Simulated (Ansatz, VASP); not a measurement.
Two plane-wave programs on Al2O

```
Al O
1.0
     2.85621    0.00000    0.00000
     0.00000    2.85621    0.00000
     0.00000    0.00000    8.50747
Al O
4 2
Direct
  0.00000 0.00000 0.82617
  0.00000 0.00000 0.17383
  0.00000 0.00000 0.50000
  0.50000 0.50000 0.00000
  0.50000 0.50000 0.33195
  0.50000 0.50000 0.66805
```

Change from the starting cell: species swapped into the Fe2Si type (P4/mmm, No. 123).

Alike in both runs: task single point; functional PBE; k mesh 6 × 6 × 2; occupations gaussian, width 0.1 eV; collinear spin.

|  | VASP | Ansatz |
| --- | --- | --- |
| version | VASP 6.6.1 | Ansatz 0.2.0 |
| potentials or method | VASP PAW PBE potentials, release 64 (Al, O), cutoff 520 eV | scalar-relativistic, plane waves, PAW |
| valence electrons in the cell | 24 | 24 |

VASP gave:

```
gap on the k mesh at the Fermi level (eV)                     : none
pressure (GPa)                                                : 13.0
traceless stress, the component that is largest in VASP (GPa) : 12.73
rms of the force components (eV/Å)                            : 0.896
net moment per atom (μB)                                      : 0.00
```

Task: Estimate Ansatz's values.

Result: gap on the k mesh at the Fermi level (eV): none; pressure (GPa): 13.0; traceless stress, the component that is largest in VASP (GPa): 12.76; rms of the force components (eV/Å): 0.894; net moment per atom (μB): 0.00.

Atom by atom the forces differ by 0.002 eV/Å (rms over components). A gap of «none» marks a metal or a gap that the smearing closes. Ansatz's warnings: seeded moment not kept.

The k mesh is coarse, so the values compare programs but aren't converged.
